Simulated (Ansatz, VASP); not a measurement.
K: VASP beside Ansatz

```
CELL_PARAMETERS angstrom
4.81925 0.00000 0.00000
-2.40962 4.17359 0.00000
0.00000 0.00000 15.69434
ATOMIC_POSITIONS crystal
K 0.00000 0.00000 0.00000
K 0.00000 0.00000 0.50000
K 0.33333 0.66667 0.25000
K 0.66667 0.33333 0.75000
```

Alike in both runs: task single point; functional BLYP; k mesh 9 × 9 × 3; occupations fermi-dirac, width 0.1 eV; no spin polarisation.

|  | VASP | Ansatz |
| --- | --- | --- |
| version | VASP 6.6.1 | Ansatz 0.2.0 |
| potentials or method | VASP PAW PBE potentials, release 64 (K_sv), cutoff 520 eV | plane waves (420 eV) with PAW, scalar-relativistic |
| valence electrons in the cell | 36 | 36 |

|  | VASP | Ansatz | Ansatz less VASP |
| --- | --- | --- | --- |
| pressure (GPa) | -0.1 | -0.1 | +0.01 |

VASP's potentials were made for PBE, not for BLYP.
